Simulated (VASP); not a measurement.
Here is a VASP 6.6.1 calculation.

File INCAR:

```
SYSTEM = FeCo
ALGO     = Normal         ! electronic algorithm
EDIFF    = 1E-6           ! SCF threshold, eV
ENCUT    = 600            ! plane-wave cutoff, eV
GGA      = PE             ! functional
GGA_COMPAT= .False.      
ISIF     = 2              ! what is computed and relaxed
ISMEAR   = -1             ! smearing method
ISPIN    = 2              ! spin polarisation
LASPH    = .True.         ! aspherical terms in the spheres
LCHARG   = .True.         ! write CHGCAR
LELF     = .True.         ! ELF
LMAXMIX  = 4              ! l up to which the mixer works
LORBIT   = 11             ! projections on sites
LREAL    = .False.        ! projectors in reciprocal space
LVHAR    = .True.       
LWAVE    = .False.        ! write WAVECAR
MAGMOM   = 3 2            ! initial moments
NBANDS   = 20             ! bands
NELM     = 200            ! most SCF steps
PREC     = Accurate       ! precision mode
SIGMA    = 0.05           ! smearing width, eV
```

Contents of KPOINTS:

```
k-points
0
Gamma
  11 11 11
  0 0 0
```

Contents of POSCAR:

```
FeCo
1.0
    2.8570000000      0.0000000000      0.0000000000
    0.0000000000      2.8570000000      0.0000000000
    0.0000000000      0.0000000000      2.8570000000
Fe Co
1 1
Direct
    0.5000000000      0.5000000000      0.5000000000
    0.0000000000      0.0000000000      0.0000000000
```

Potentials or basis: VASP PAW PBE potentials, release 64 (Fe, Co).

Launch:

```sh
$ cat potpaw_PBE.64/Fe/POTCAR potpaw_PBE.64/Co/POTCAR > POTCAR
$ mpirun -np 1 vasp_std > vasp.out
```

Problem. Predict the pressure.

Solution. -3.2 GPa.

Problem. Estimate the net moment.

Solution. 4.50 μB per cell.

Problem. What does it give for the site moments?

Solution. Fe +2.77; Co +1.75 μB.

Caveat: the cell stands under tension.
